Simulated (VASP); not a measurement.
Wanted: the native input for a VASP 6.6.1 run.

* Task: single point
* Functional: PBE
* Potentials or basis: VASP PAW PBE potentials, release 64 (Mg, O)
* Cutoff: 520 eV
* k mesh: 9 × 9 × 6
* Occupations: gaussian, width 0.02 eV
* Spin: no spin polarisation
* Dipole correction: no
* Further INCAR settings: ALGO = Normal; EDIFF = 1e-07; NBANDS = 16

The structure of MgO lies in POSCAR:

```
MgO
1.0
    3.6412710992      0.0000000000      0.0000000000
   -1.8206355496      3.1534332740      0.0000000000
    0.0000000000      0.0000000000      4.3580466617
Mg O
2 2
Direct
    0.6666666667      0.3333333333      0.7500000000
    0.3333333333      0.6666666667      0.2500000000
    0.6666666667      0.3333333333      0.2500000000
    0.3333333333      0.6666666667      0.7500000000
```

This cell differs from its parent crystal: volume scaled by 1.10, then relaxed in part.

One way to write it, as run:

INCAR

```
ALGO = Normal
EDIFF = 1E-7
ENCUT = 520
GGA = PE
ISIF = 2
ISMEAR = 0
LASPH = True
LCHARG = False
LREAL = False
LWAVE = False
NBANDS = 16
NELM = 60
PREC = Accurate
SIGMA = 0.02
```

KPOINTS

```
k-points
0
Gamma
  9 9 6
```

Potentials or basis: VASP PAW PBE potentials, release 64 (Mg, O).

Run with:

```bash
$ cat potpaw_PBE.64/Mg/POTCAR potpaw_PBE.64/O/POTCAR > POTCAR
$ mpirun -np 1 vasp_std > vasp.out
```

Results of the run:

The pressure is -10.2 GPa. The band gap on the k mesh is 2.80 eV, direct.

It took 21 s on 1 thread of Intel(R) Xeon(R) 6975P-C (Granite Rapids), on a shared host, peak memory 0.18 GiB.
